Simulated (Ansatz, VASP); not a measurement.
# Ta2Si2Ge in VASP and in Ansatz

```
CELL_PARAMETERS angstrom
3.01035 0.00000 0.00000
-1.50517 2.60704 0.00000
0.00000 0.00000 10.69304
ATOMIC_POSITIONS crystal
Ta 0.33333 0.66667 0.70708
Ta 0.66667 0.33333 0.29292
Si 0.00000 0.00000 0.10846
Si 0.00000 0.00000 0.89154
Ge 0.00000 0.00000 0.50000
```

Alike in both runs: functional PBE; k mesh 12 × 12 × 6; occupations gaussian, width 0.1 eV; no spin polarisation.

Ansatz relaxed the structure, and its values are those at the end. VASP's run is a single point on that final structure, the one shown.

|  | VASP | Ansatz |
| --- | --- | --- |
| version | VASP 6.6.1 | Ansatz 0.2.0 |
| potentials or method | VASP PAW PBE potentials, release 64 (Ta_pv, Si, Ge_d), cutoff 520 eV | scalar-relativistic, plane waves, PAW |
| valence electrons in the cell | 44 | 48 |

```csv
,VASP,Ansatz,Ansatz less VASP
gap on the k mesh at the Fermi level (eV),none,none,-
pressure (GPa),0.1,0.0,-0.09
rms of the force components (eV/Å),0.007,0.000,-0.0066
```

A gap of «none» marks a metal or a gap that the smearing closes. VASP's potentials hold 44 valence electrons a cell and Ansatz's 48, so a difference there can come from the potentials and not from the codes.

Spin-orbit coupling is off throughout.
